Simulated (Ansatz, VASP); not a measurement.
## Os in VASP and in Ansatz

File INCAR:

```
SYSTEM = Os
PREC = Accurate
ENCUT = 600
EDIFF = 1E-7
ISMEAR = 0
SIGMA = 0.05
LREAL = .FALSE.
LASPH = .TRUE.
NELM = 100
ALGO = Normal
ISIF = 3
LWAVE = .FALSE.
LCHARG = .FALSE.
IBRION = 2
NSW = 80
EDIFFG = -0.01
```

KPOINTS

```
Automatic mesh
0
G
  18 18 10
  0 0 0
```

The input POSCAR:

```
Os
1.0
    2.7400000000      0.0000000000      0.0000000000
   -1.3700000000      2.3729096064      0.0000000000
    0.0000000000      0.0000000000      4.3264600000
Os
2
Direct
    0.3333333333      0.6666666667      0.7500000000
    0.6666666667      0.3333333333      0.2500000000
```

Input for Ansatz:

```yaml
crystal:
  lattice:
    - [2.74, 0.0, 0.0]
    - [-1.37, 2.3729096064, 0.0]
    - [0.0, 0.0, 4.32646]
  atoms:
    - { symbol: Os, position: [0.3333333333, 0.6666666667, 0.75] }
    - { symbol: Os, position: [0.6666666667, 0.3333333333, 0.25] }
basis:
  ecutwfc: 600
  ecutrho_ratio: 5
kpoints:
  mp_grid: { grid: [18, 18, 10] }
hamiltonian:
  xc: lda
scf:
  occupations: { method: gaussian, width: 0.05 }
output:
  forces: true
  stress: true
  eigenvalues: true
relax:
  f_tol: 0.01
  max_steps: 60
  cell: { stress_tol: 0.15 }
```

Alike in both runs: task relaxation of cell and atoms; functional LDA; k mesh 18 × 18 × 10; occupations gaussian, width 0.05 eV; no spin polarisation.

|  | VASP | Ansatz |
| --- | --- | --- |
| version | VASP 6.6.1 | Ansatz 0.2.0 |
| potentials or method | VASP PAW LDA potentials, release 64 (Os), cutoff 600 eV | scalar-relativistic, plane waves, PAW |
| valence electrons in the cell | 16 | 32 |

```tsv
	VASP	Ansatz	Ansatz less VASP
relaxed volume (Å³/atom)	13.74	13.70	-0.040
relaxed cell length with the largest relative difference (Å)	2.717	2.714	-0.0030
```

LDA's correlation is that of Perdew and Zunger in VASP and of Perdew and Wang (1992) in Ansatz. VASP's potentials hold 16 valence electrons a cell and Ansatz's 32, so a difference there can come from the potentials and not from the codes.

Neither program's run includes spin-orbit coupling.
